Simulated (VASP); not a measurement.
# InB2As3 (Cmmm) in VASP: further runs

The runs below take InB2As3 through single point, with PBE.

Everything below comes from runs of VASP 6.6.1. Logs are shortened: lines on timing, memory, paths and dates and some standing lists are left out, and cuts for length are marked.

## (1) The cell of the first run

Symmetry: Cmmm, No. 65, orthorhombic system. The conventional cell has a = 4.069 Å, b = 13.666 Å, c = 4.210 Å, α = 90.00°, β = 90.00°, γ = 90.00°. Within 3.6 Å of In (site symmetry mmm) lie 4 B at 2.71 Å and 8 As at 2.93 to 3.25 Å. Within 3.5 Å of B (site symmetry m2m) lie 8 As at 2.66 to 3.34 Å and 2 In at 2.71 Å and 1 B at 3.42 Å. As (site symmetry mmm) has 4 B at 2.66 Å and 4 In at 2.93 Å and 4 As at 3.29 Å within 3.5 Å. Within 3.6 Å of As (site symmetry m2m) lie 4 As at 2.70 to 3.29 Å and 6 B at 3.04 to 3.34 Å and 2 In at 3.25 Å.

The cell was built from a structure type or drawn by symmetry, and may not be a known phase.

## (2) Single point, PBE

Input file INCAR:

```
SYSTEM = InB2As3
  ALGO = Normal
  EDIFF = 1E-7
  ENCUT = 520
  GGA = PE
  ISIF = 2
  ISMEAR = 0
  LASPH = .True.
  LCHARG = .True.
  LELF = .True.
  LREAL = .False.
  LVHAR = .True.
  LWAVE = .False.
  NBANDS = 26
  NELM = 60
  PREC = Accurate
  SIGMA = 0.1
```

Input file KPOINTS:

```
k-points
0
Gamma
  4 4 4
  0 0 0
```

Input file POSCAR:

```
InB2As3
1.0
    2.0344296200     -6.8330299700      0.0000000000
    2.0344296200      6.8330299700      0.0000000000
    0.0000000000      0.0000000000      4.2103850600
In B As
1 2 3
Direct
    0.0000000000      0.0000000000      0.0000000000
    0.1250000000      0.8750000000      0.5000000000
    0.8750000000      0.1250000000      0.5000000000
    0.5000000000      0.5000000000      0.5000000000
    0.3150000000      0.6850000000      0.0000000000
    0.6850000000      0.3150000000      0.0000000000
```

Potentials or basis: VASP PAW PBE potentials, release 64 (In_d, B, As).

Run with:

```console
$ cat potpaw_PBE.64/In_d/POTCAR potpaw_PBE.64/B/POTCAR potpaw_PBE.64/As/POTCAR > POTCAR
$ mpirun -np 1 vasp_std > vasp.out
```

OUTCAR:

```text
SYSTEM = InB2As3
   EDIFF = 1E-7
   ENCUT = 520
   GGA = PE
   ISIF = 2
   ISMEAR = 0
   LASPH = .True.
   LREAL = .False.
   NELM = 60
   PREC = Accurate

 ion  position               nearest neighbor table
   1  0.000  0.000  0.000-   2 2.71   3 2.71   2 2.71   3 2.71   4 2.93   4 2.93   4 2.93   4 2.93
                             6 3.25   5 3.25   6 3.25   5 3.25
   2  0.125  0.875  0.500-   1 2.71   1 2.71
   3  0.875  0.125  0.500-   1 2.71   1 2.71
   4  0.500  0.500  0.500-   1 2.93   1 2.93   1 2.93   1 2.93
   5  0.315  0.685  0.000-   6 2.70   6 2.70   1 3.25   1 3.25
   6  0.685  0.315  0.000-   5 2.70   5 2.70   1 3.25   1 3.25

  LATTYP: Found a base centered orthorhombic cell.
 ALAT       =     4.0688592400
 B/A-ratio  =     3.3586956771
 C/A-ratio  =     1.0347826778

  Lattice vectors:

 A1 = (   2.0344296200,  -6.8330299700,   0.0000000000)
 A2 = (   2.0344296200,   6.8330299700,   0.0000000000)
 A3 = (   0.0000000000,   0.0000000000,   4.2103850600)

Analysis of symmetry for initial positions (statically):
=====================================================================
 Subroutine PRICEL returns:
 Original cell was already a primitive cell.

 Routine SETGRP: Setting up the symmetry group for a
 base centered orthorhombic supercell.

 Subroutine GETGRP returns: Found  8 space group operations
 (whereof  8 operations were pure point group operations)
 out of a pool of  8 trial point group operations.

The static configuration has the point symmetry D_2h.

Analysis of symmetry for dynamics (positions and initial velocities):
=====================================================================
 Subroutine PRICEL returns:
 Original cell was already a primitive cell.

 Routine SETGRP: Setting up the symmetry group for a
 base centered orthorhombic supercell.

 Subroutine GETGRP returns: Found  8 space group operations
 (whereof  8 operations were pure point group operations)
 out of a pool of  8 trial point group operations.

The dynamic configuration has the point symmetry D_2h.

 Subroutine INISYM returns: Found  8 space group operations
 (whereof  8 operations are pure point group operations),
 and found     1 'primitive' translations

----------------------------------------------------------------------------------------

                                     Primitive cell

  volume of cell :     117.0598

  direct lattice vectors                    reciprocal lattice vectors
     2.034429620 -6.833029970  0.000000000     0.245769131 -0.073173980  0.000000000
     2.034429620  6.833029970  0.000000000     0.245769131  0.073173980  0.000000000
     0.000000000  0.000000000  4.210385060     0.000000000  0.000000000  0.237507968

  length of vectors
     7.129460179  7.129460179  4.210385060     0.256431077  0.256431077  0.237507968

  position of ions in fractional coordinates (direct lattice)
     0.000000000  0.000000000  0.000000000
     0.125000000  0.875000000  0.500000000
     0.875000000  0.125000000  0.500000000
     0.500000000  0.500000000  0.500000000
     0.315000000  0.685000000  0.000000000
     0.685000000  0.315000000  0.000000000

  ion indices of the primitive-cell ions
   primitive index   ion index
                 1           1
                 2           2
                 3           3
                 4           4
                 5           5
                 6           6

----------------------------------------------------------------------------------------

 KPOINTS: k-points

Automatic generation of k-mesh.
 Grid dimensions read from file:
 generate k-points for:    4    4    4

 Generating k-lattice:

  Cartesian coordinates                     Fractional coordinates (reciprocal lattice)
     0.061442283 -0.018293495  0.000000000     0.250000000 -0.000000000  0.000000000
     0.061442283  0.018293495  0.000000000    -0.000000000  0.250000000  0.000000000
     0.000000000  0.000000000  0.059376992     0.000000000  0.000000000  0.250000000

  Length of vectors
     0.064107769  0.064107769  0.059376992

  Shift w.r.t. Gamma in fractional coordinates (k-lattice)
     0.000000000  0.000000000  0.000000000

 Subroutine IBZKPT returns following result:
 ===========================================

 Found     21 irreducible k-points:

 Following reciprocal coordinates:
            Coordinates               Weight
  0.000000  0.000000  0.000000      1.000000
  0.250000  0.000000  0.000000      4.000000
  0.500000  0.000000  0.000000      2.000000
  0.250000  0.250000  0.000000      2.000000
  0.500000  0.250000  0.000000      4.000000
 -0.250000  0.250000  0.000000      2.000000
[... 13 lines left out ...]
 -0.250000  0.250000  0.500000      2.000000
  0.500000  0.500000  0.500000      1.000000
   k-points           NKPTS =     21   k-points in BZ     NKDIM =     21   number of bands    NBANDS=     26
   number of dos      NEDOS =    301   number of ions     NIONS =      6
   total plane-waves  NPLWV =  93312
   dimension x,y,z NGX =    54 NGY =   54 NGZ =   32
   dimension x,y,z NGXF=   108 NGYF=  108 NGZF=   64
   ions per type =               1   2   3
   NGX,Y,Z   is equivalent  to a cutoff of  12.59, 12.59, 12.64 a.u.
   NGXF,Y,Z  is equivalent  to a cutoff of  25.18, 25.18, 25.27 a.u.
 SYSTEM =  InB2As3
   PREC   = accura    normal or accurate (medium, high low for compatibility)
   ISTART =      0    job   : 0-new  1-cont  2-samecut
   ICHARG =      2    charge: 1-file 2-atom 10-const
   ISPIN  =      1    spin polarized calculation?
   LNONCOLLINEAR =      F non collinear calculations
   LSORBIT =      F    spin-orbit coupling
   LASPH  =      T    aspherical Exc in radial PAW
   ENCUT  =  520.0 eV  38.22 Ry    6.18 a.u.  13.26 13.26  7.83*2*pi/ulx,y,z
   NELM   =     60;   NELMIN=  2; NELMDL= -5     # of ELM steps
   EDIFF  = 0.1E-06   stopping-criterion for ELM
   LREAL  =      F    real-space projection
   EDIFFG = 0.1E-05   stopping-criterion for IOM
   NSW    =      0    number of steps for IOM
   IBRION =     -1    ionic relax: 0-MD 1-quasi-New 2-CG
   NFREE  =      0    steps in history (QN), initial steepest desc. (CG)
   ISIF   =      2    stress and relaxation
   ISYM   =      2    0-nonsym 1-usesym 2-fastsym
   POTIM  = 0.5000    time-step for ionic-motion
   TEBEG  =    0.0;   TEEND  =   0.0 temperature during run
   PSTRESS=    0.0 pullay stress
   NELECT =      34.0000    total number of electrons
   NUPDOWN=      -1.0000    fix difference up-down
   EMIN   =  10.00;   EMAX   =-10.00  energy-range for DOS
   EFERMI =   0.00;   METHOD = LEGACY
   ISMEAR =     0;   SIGMA  =   0.10  broadening in eV -4-tet -1-fermi 0-gaus
   EFERMI_NEDOS =   21; number of points for ismear=-14 and -15
   IALGO  =     38    algorithm
   IMIX   =      4    mixing-type and parameters
     AMIX     =   0.40;   BMIX     =  1.00
     AMIX_MAG =   1.60;   BMIX_MAG =  1.00
  volume/ion in A,a.u.               =      19.51       131.66
  Fermi-wavevector in a.u.,A,eV,Ry     =   1.084173  2.048790 15.992707  1.175431
  Thomas-Fermi vector in A             =   2.220257
   LORBIT       =      0    0 simple, 1 ext, 2 COOP (PROOUT), +10 PAW based schemes
   GGA     = PE    functional components
   LHFCALC =     F    Hartree Fock is set to
   AEXX    =    0.0000 exact exchange contribution
   IVDW    =     0    specifies the selected vdW correction
   LEPSILON=     F    determine dielectric tensor
   LRPA    =     F    only Hartree local field effects (RPA)
 non-spin polarized calculation
 Gauss-broadening in eV      SIGMA  =   0.10
  energy-cutoff  :      520.00
  volume of cell :      117.06
 maximum number of plane-waves:      3192
 NGX is ok and might be reduce to    54
   NGX = 27   NGY = 27   NGZ = 15

 number of electron      34.0000002 magnetization

 Free energy of the ion-electron system (eV)
  ---------------------------------------------------
  ext. energy  EPLUGINS =         0.00000000
  ---------------------------------------------------
  free energy    TOTEN  =       -22.03243649 eV

  energy without entropy =      -22.00990000  energy(sigma->0) =      -22.02116824

 E-fermi :   4.9376     XC(G=0): -10.0670

 val. band max:        4.9368337924   @ k =   0.5000   0.2500   0.0000
 cond. band min:       4.9601893592   @ k =   0.0000   0.0000   0.2500
 fundamental gap:      0.0233555668
 Fermi energy:         4.9375981314

 k-point     1 :       0.0000    0.0000    0.0000
  band No.  band energies     occupation
      1      -9.6252      2.00000
      2      -9.6150      2.00000
      3      -9.5493      2.00000
      4      -9.5271      2.00000
      5      -9.5248      2.00000
      6      -8.2701      2.00000
[... 18 lines left out ...]
     25       8.1780      0.00000
     26       9.4031      0.00000

 k-point     2 :       0.2500    0.0000    0.0000
  band No.  band energies     occupation
      1      -9.5989      2.00000
      2      -9.5760      2.00000
      3      -9.5693      2.00000
      4      -9.5546      2.00000
      5      -9.5230      2.00000
      6      -7.7840      2.00000
[... 18 lines left out ...]
     25       8.5161      0.00000
     26       8.8580      0.00000

 k-point     3 :       0.5000    0.0000    0.0000
  band No.  band energies     occupation
      1      -9.6024      2.00000
      2      -9.5825      2.00000
      3      -9.5787      2.00000
      4      -9.5219      2.00000
      5      -9.5213      2.00000
      6      -6.8839      2.00000
[... 485 lines left out ...]
 k-point    20 :      -0.2500    0.2500    0.5000
  band No.  band energies     occupation
      1      -9.5967      2.00000
      2      -9.5951      2.00000
      3      -9.5777      2.00000
      4      -9.5236      2.00000
      5      -9.4904      2.00000
      6      -7.1816      2.00000
[... 18 lines left out ...]
     25       8.8492      0.00000
     26       9.2336      0.00000

 k-point    21 :       0.5000    0.5000    0.5000
  band No.  band energies     occupation
      1      -9.5967      2.00000
      2      -9.5950      2.00000
      3      -9.5781      2.00000
      4      -9.5235      2.00000
      5      -9.4870      2.00000
      6      -7.1363      2.00000
[... 18 lines left out ...]
     25       8.3372      0.00000
     26       9.5068      0.00000

------------------------ aborting loop because EDIFF is reached ----------------------------------------

  FORCE on cell =-STRESS in cart. coord.  units (eV):
  Direction    XX          YY          ZZ          XY          YZ          ZX
  --------------------------------------------------------------------------------------
  -------------------------------------------------------------------------------------
  Total       -6.4762830     -3.2886684     -3.4869773      0.0000000      0.0000000      0.0000000
  in kB      -88.6397650    -45.0114357    -47.7256553      0.0000000      0.0000000      0.0000000
  external PRESSURE =     -60.4589520 kB  Pullay stress =       0.0000000 kB

 VOLUME and BASIS-vectors are now :
 -----------------------------------------------------------------------------
  energy-cutoff  :      520.00
  volume of cell :      117.06
      direct lattice vectors                 reciprocal lattice vectors
     2.034429620 -6.833029970  0.000000000     0.245769131 -0.073173980  0.000000000
     2.034429620  6.833029970  0.000000000     0.245769131  0.073173980  0.000000000
     0.000000000  0.000000000  4.210385060     0.000000000  0.000000000  0.237507968

 POSITION                                       TOTAL-FORCE (eV/Angst)
 -----------------------------------------------------------------------------------
      0.00000      0.00000      0.00000         0.000000     -0.000000      0.000000
      2.03443      5.12477      2.10519         0.000000      0.190625      0.000000
      2.03443     -5.12477      2.10519         0.000000     -0.190625      0.000000
      2.03443      0.00000      2.10519         0.000000     -0.000000      0.000000
      2.03443      2.52822      0.00000         0.000000      0.733301     -0.000000
      2.03443     -2.52822      0.00000         0.000000     -0.733301      0.000000
 -----------------------------------------------------------------------------------
    total drift:                                0.000000      0.000000      0.000000

  FREE ENERGIE OF THE ION-ELECTRON SYSTEM (eV)
  ---------------------------------------------------
  free  energy   TOTEN  =       -22.0324364858 eV

  energy  without entropy=      -22.0099000034  energy(sigma->0) =      -22.02116824
```

Run time: 53 s. Hardware: 1 thread of Intel Xeon 6975P-C (Granite Rapids), shared host; peak memory 0.32 GiB.

What came out:

| Quantity | Value |
| --- | --- |
| Free energy | -22.0324 eV |
| Pressure | -6.0 GPa |
| Largest force | 0.733 eV/Å |
| Band gap on the k mesh | zero (bands 17 and 18 overlap by 1.40 eV) |

Forces in eV/Å, atoms in the order of the input:
```
In   0.000  0.000  0.000
B    0.000  0.191  0.000
B    0.000 -0.191  0.000
As   0.000  0.000  0.000
As   0.000  0.733  0.000
As   0.000 -0.733  0.000
```

Stress tensor (GPa, compression positive):
```
-8.86  0.00  0.00
 0.00 -4.50  0.00
 0.00  0.00 -4.77
```

Caveat: the k points lie up to 0.40 Å⁻¹ apart, too coarse for converged energies and pressures of a metal; spin-orbit coupling is left out, which moves the levels of the heavy elements.

## (3) Single point, PBE

This run uses another cell than the first one, of 21.42 Å³/atom.

Input file INCAR:

```
SYSTEM = InB2As3
  PREC = Accurate
  ENCUT = 520
  EDIFF = 1E-6
  ISMEAR = 0
  SIGMA = 0.1
  LREAL = .FALSE.
  LASPH = .TRUE.
  NELM = 80
  ALGO = Normal
  ISIF = 2
  LWAVE = .FALSE.
  LCHARG = .FALSE.
  GGA = PE
  NBANDS = 26
```

Input file KPOINTS:

```
regular mesh
0
G
  4 4 4
  0 0 0
```

Input file POSCAR:

```
InB2As3
1.0
    1.8410992792     -6.6989335198      0.0000000000
    1.8410992792      6.6989335198      0.0000000000
    0.0000000000      0.0000000000      5.2110750090
In B As
1 2 3
Direct
    0.0000000000      0.0000000000      0.0000000000
    0.0815660224      0.9184339776      0.5000000000
    0.9184339776      0.0815660224      0.5000000000
    0.5000000000      0.5000000000      0.5000000000
    0.3082395397      0.6917604603      0.0000000000
    0.6917604603      0.3082395397      0.0000000000
```

Potentials or basis: VASP PAW PBE potentials, release 64 (In_d, B, As).

Run with:

```console
$ cat potpaw_PBE.64/In_d/POTCAR potpaw_PBE.64/B/POTCAR potpaw_PBE.64/As/POTCAR > POTCAR
$ mpirun -np 1 vasp_std > vasp.out
```

Run time: 61 s. Hardware: 1 thread of Intel Xeon 6975P-C (Granite Rapids), shared host; peak memory 0.36 GiB.

Results (log left out):

| Property | Result |
| --- | --- |
| Free energy | -22.9936 eV |
| Pressure | 0.1 GPa |
| Largest force | 0.042 eV/Å |
| Band gap on the k mesh | zero (bands 17 and 18 overlap by 0.78 eV) |

Forces on the atoms (eV/Å):
```
In   0.000  0.000  0.000
B    0.000 -0.003  0.000
B    0.000  0.003  0.000
As   0.000  0.000  0.000
As   0.000 -0.042  0.000
As   0.000  0.042  0.000
```

Stress tensor (GPa, compression positive):
```
0.36 0.00 0.00
0.00 0.01 0.00
0.00 0.00 0.07
```

Levels at points of the mesh, in eV from the Fermi level:
```tsv
k point	band 14	band 15	band 16	band 17	band 18	band 19	band 20	band 21
(0.00, 0.00, 0.00)	-2.00	-1.97	-1.06	-0.28	0.51	1.05	1.62	2.85
(0.50, 0.00, 0.00)	-2.56	-2.02	-1.80	-0.45	0.01	0.11	0.21	1.72
(0.50, 0.50, 0.00)	-2.26	-1.89	-1.81	-0.49	1.40	1.87	1.92	2.18
(0.00, 0.00, 0.50)	-1.91	-0.72	-0.58	0.66	1.52	1.58	1.70	2.51
(0.50, 0.00, 0.50)	-2.92	-2.31	-0.88	-0.69	0.38	0.48	2.58	3.46
(0.50, 0.50, 0.50)	-2.17	-2.07	-1.24	0.42	1.56	1.72	2.12	2.15
```

Caveat: the k points lie up to 0.44 Å⁻¹ apart, too coarse for converged energies and pressures of a metal; semilocal functionals underestimate gaps, so a narrow gap can read as zero; spin-orbit coupling is left out, which moves the levels of the heavy elements.

## (4) Single point, PBE

This run uses another cell than the first one, of 20.58 Å³/atom.

Input file INCAR:

```
SYSTEM = InB2As3
PREC = Accurate ; ENCUT = 520
EDIFF = 1E-6 ; ISMEAR = 0
SIGMA = 0.1 ; LREAL = .FALSE.
LASPH = .TRUE. ; NELM = 60
ALGO = Normal ; ISIF = 2
LWAVE = .FALSE. ; LCHARG = .TRUE.
GGA = PE ; LELF = .TRUE.
LVHAR = .TRUE. ; NBANDS = 26
```

Input file KPOINTS:

```
regular mesh
0
G
  6 6 4
  0 0 0
```

Input file POSCAR:

```
InB2As3
1.0
    1.7182958536     -7.1421425116      0.0000000000
    1.7182958536      7.1421425116      0.0000000000
    0.0000000000      0.0000000000      5.0306929256
In B As
1 2 3
Direct
    0.0000000000      0.0000000000      0.0000000000
    0.0965400625      0.9034599375      0.5000000000
    0.9034599375      0.0965400625      0.5000000000
    0.5000000000      0.5000000000      0.5000000000
    0.3090705064      0.6909294936      0.0000000000
    0.6909294936      0.3090705064      0.0000000000
```

Run with:

```console
$ cat potpaw_PBE.64/In_d/POTCAR potpaw_PBE.64/B/POTCAR potpaw_PBE.64/As/POTCAR > POTCAR
$ mpirun -np 1 vasp_std > vasp.out
```

Run time: 99 s. Hardware: 1 thread of Intel Xeon 6975P-C (Granite Rapids), shared host; peak memory 0.4 GiB.

It converged, with:

```yaml
Free_energy: -22.7565 eV
Pressure: 0.2 GPa
Largest_force: 0.072 eV/Å
Band_gap_on_the_k_mesh: zero (bands 17 and 18 overlap by 2.67 eV)
```

Forces in eV/Å, atoms in the order of the input:
```
In   0.000  0.000  0.000
B    0.000 -0.030  0.000
B    0.000  0.030  0.000
As   0.000  0.000  0.000
As   0.000 -0.072  0.000
As   0.000  0.072  0.000
```

Stress tensor (GPa, compression positive):
```
0.30 0.00 0.00
0.00 0.15 0.00
0.00 0.00 0.12
```

Levels at points of the mesh, in eV from the Fermi level:
| k point | band 14 | band 15 | band 16 | band 17 | band 18 | band 19 | band 20 | band 21 |
| --- | --- | --- | --- | --- | --- | --- | --- | --- |
| (0.00, 0.00, 0.00) | -2.27 | -1.29 | -0.96 | -0.08 | 1.14 | 1.22 | 1.27 | 1.82 |
| (0.50, 0.00, 0.00) | -1.88 | -1.78 | -1.55 | -0.49 | -0.33 | -0.10 | 0.04 | 1.23 |
| (0.50, 0.50, 0.00) | -2.29 | -1.91 | -1.18 | 0.49 | 0.97 | 1.18 | 1.38 | 1.54 |
| (0.00, 0.00, 0.50) | -0.83 | -0.65 | -0.58 | 0.30 | 1.24 | 1.62 | 1.67 | 2.98 |
| (0.50, 0.00, 0.50) | -3.06 | -2.77 | -1.27 | -0.95 | -0.07 | 0.32 | 2.41 | 2.96 |
| (0.50, 0.50, 0.50) | -2.62 | -1.26 | 0.44 | 1.25 | 1.56 | 1.71 | 2.06 | 2.40 |

Caveat: spin-orbit coupling is left out, which moves the levels of the heavy elements.

## (5) The runs side by side

```csv
cell,k mesh,gap on the mesh (eV),pressure (GPa),largest force (eV/Å)
"a = 7.129, b = 7.129, c = 4.210 Å, angles 90.0, 90.0, 146.8°, 6 atoms, atomic positions A",4 × 4 × 4,none,-6.0,0.73
"a = 6.947, b = 6.947, c = 5.211 Å, angles 90.0, 90.0, 149.3°, 6 atoms, atomic positions B",4 × 4 × 4,none,0.1,0.04
"a = 7.346, b = 7.346, c = 5.031 Å, angles 90.0, 90.0, 152.9°, 6 atoms, atomic positions C",6 × 6 × 4,none,0.2,0.07
```

Alike in all rows: task single point; level PBE; potentials or basis VASP PAW PBE potentials, release 64 (In_d, B, As); no spin polarisation; cutoff (eV) 520; smearing gaussian 0.1 eV.

Caveats: some runs use coarse meshes; spin-orbit coupling is left out, which moves the levels of the heavy elements; semilocal functionals underestimate gaps, so a narrow gap can read as zero (at least some runs).

Absolute energies hang on the potentials; compare differences alone.
